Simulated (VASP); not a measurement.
**Cl: single point with PBE**

The system is Cl.

```
CELL_PARAMETERS angstrom
3.19189 -1.99324 0.00000
3.19189 1.99324 0.00000
0.00000 0.00000 7.98789
ATOMIC_POSITIONS crystal
Cl 0.87151 0.12849 0.11003
Cl 0.62849 0.37151 0.61003
Cl 0.12849 0.87151 0.88997
Cl 0.37151 0.62849 0.38997
```

| Property | Result |
| --- | --- |
| Program | VASP 6.6.1 |
| Task | single point |
| Functional | PBE |
| Potentials or basis | VASP PAW PBE potentials, release 64 (Cl) |
| Cutoff | 520 eV |
| k mesh | 6 × 6 × 2 |
| Occupations | gaussian, width 0.01 eV |
| Spin | no spin polarisation |
| Dipole correction | no |
| Further INCAR settings | ALGO = Normal; EDIFF = 1e-06; NBANDS = 22 |

The pressure is 1.6 GPa. The largest force is 0.171 eV/Å and the band gap on the k mesh is 2.22 eV, direct.

Forces in eV/Å, atoms in the order of the input:
```
Cl   0.000 -0.084 -0.149
Cl   0.000  0.084 -0.149
Cl   0.000  0.084  0.149
Cl   0.000 -0.084  0.149
```

Stress tensor (GPa, compression positive):
```
1.94 0.00 0.00
0.00 1.72 0.00
0.00 0.00 1.20
```

Levels at points of the mesh, in eV from the valence-band top:
```tsv
k point	band 10	band 11	band 12	band 13	band 14	band 15	band 16	band 17	band 18	band 19
(0.00, 0.00, 0.00)	-2.11	-1.08	-0.44	-0.20	0.00	2.22	3.09	7.04	7.28	8.36
(0.50, 0.00, 0.00)	-2.57	-1.01	-1.01	-0.39	-0.39	2.98	2.98	7.99	7.99	10.36
(0.50, 0.50, 0.00)	-2.64	-1.66	-1.29	-0.49	-0.19	2.26	2.88	8.24	8.41	9.05
(0.00, 0.00, 0.50)	-2.21	-0.94	-0.94	-0.10	-0.10	2.57	2.57	7.46	7.46	9.38
(0.50, 0.00, 0.50)	-2.64	-0.69	-0.69	-0.07	-0.07	2.61	2.61	8.33	8.33	9.68
(0.50, 0.50, 0.50)	-2.60	-1.05	-1.05	-0.86	-0.86	2.49	2.49	9.04	9.04	9.91
```

Wall time 32 s on 1 thread of Intel(R) Xeon(R) Platinum 8488C (Sapphire Rapids), with other jobs on the host, peak memory 0.2 GiB.

A k mesh can miss the band edges. PBE gaps usually lie below the measured ones, often by a third to a half.
